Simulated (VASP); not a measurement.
Set up this calculation in VASP 6.6.1, as the native input.

- Task: single point
- Functional: PBEsol
- Potentials or basis: VASP PAW PBE potentials, release 64 (Ga_d, P, Sb)
- Cutoff: 500 eV
- k mesh: 4 × 4 × 4
- Occupations: gaussian, width 0.01 eV
- Spin: no spin polarisation
- Dipole correction: no
- Further INCAR settings: ALGO = Normal; EDIFF = 1e-06; NBANDS = 86

The structure of Ga8Sb5P3 lies in POSCAR:

```
Ga8Sb5P3
1.0
    0.0067259003      5.8689088490      5.8689088490
    5.8689088490      0.0067259003      5.8689088490
    5.8689088490      5.8689088490      0.0067259003
Ga P Sb
8 3 5
Direct
    0.0086392054      0.0086392054      0.0070040872
   -0.0060666907     -0.0060666907      0.4939333093
    0.0125859891      0.4856170107     -0.0143829893
    0.0086392054      0.5070040872      0.5086392054
    0.4856170107      0.0125859891     -0.0143829893
    0.5070040872      0.0086392054      0.5086392054
    0.4995431878      0.4995431878     -0.0004568122
    0.4856170107      0.4856170107      0.5125859891
    0.1258355116      0.1258355116      0.1236753827
    0.1258355116      0.6236753827      0.6258355116
    0.6236753827      0.1258355116      0.6258355116
    0.1251595460      0.1251595460      0.6251595460
    0.1221625340      0.6254606890      0.1254606890
    0.6254606890      0.1221625340      0.1254606890
    0.6248311304      0.6248311304      0.1248311304
    0.6254606890      0.6254606890      0.6221625340
```

One way to write it, as run:

INCAR

```
SYSTEM = Ga8Sb5P3
  ALGO = Normal
  EDIFF = 1E-6
  ENCUT = 500
  GGA = PS
  GGA_COMPAT = .False.
  ISIF = 2
  ISMEAR = 0
  LASPH = .True.
  LCHARG = .False.
  LREAL = .False.
  LWAVE = .False.
  NBANDS = 86
  NELM = 120
  PREC = Accurate
  SIGMA = 0.01
```

KPOINTS

```
k-points
0
Gamma
  4 4 4
  0 0 0
```

Potentials or basis: VASP PAW PBE potentials, release 64 (Ga_d, P, Sb).

Command:

```sh
$ cat potpaw_PBE.64/Ga_d/POTCAR potpaw_PBE.64/P/POTCAR potpaw_PBE.64/Sb/POTCAR > POTCAR
$ mpirun -np 1 vasp_std > vasp.out
```

Results of the run:

| Property | Result |
| --- | --- |
| Pressure | 0.1 GPa |
| Largest force | 0.017 eV/Å |
| Band gap on the k mesh | zero (bands 72 and 73 overlap by 0.05 eV) |

Caveat: semilocal functionals underestimate gaps, and a narrow one can read as zero; the PAW data sets were made with another functional, which shifts forces and pressure a little; spin-orbit coupling is left out, which moves the levels of the heavy elements.

Wall time 22 min on 1 thread of Oxide Virtual Turin-like Processor (shared host), peak memory 0.75 GiB.
